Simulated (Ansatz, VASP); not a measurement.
One calculation of Ta, two programs

```xyz
1
Lattice="-1.6499 1.6499 1.6851 1.6499 -1.6499 1.6851 1.6499 1.6499 -1.6851" Properties=species:S:1:pos:R:3 pbc="T T T"
Ta    0.0000    0.0000    0.0000
```

Alike in both runs: task relaxation of cell and atoms; functional PBE; k mesh 24 × 24 × 24; occupations gaussian, width 0.1 eV; no spin polarisation.

|  | VASP | Ansatz |
| --- | --- | --- |
| version | VASP 6.6.1 | Ansatz 0.2.0 |
| potentials or method | VASP PAW PBE potentials, release 64 (Ta_pv), cutoff 600 eV | scalar-relativistic, plane waves, PAW |
| valence electrons in the cell | 11 | 13 |

Ansatz gave:

| Quantity | Value |
| --- | --- |
| gap on the k mesh at the Fermi level, each at its own relaxed structure (eV) | none |
| relaxed volume (Å³/atom) | 18.28 |
| relaxed length of the cell vector where the two differ most in proportion (Å) | 2.874 |

**Question.** Which values does VASP return?

**Answer.** gap on the k mesh at the Fermi level, each at its own relaxed structure (eV): none; relaxed volume (Å³/atom): 18.29; relaxed length of the cell vector where the two differ most in proportion (Å): 2.875.

A gap of «none» marks a metal or a gap that the smearing closes. VASP's potentials hold 11 valence electrons a cell and Ansatz's 13, so a difference there can come from the potentials and not from the codes.

Spin-orbit coupling is off throughout.
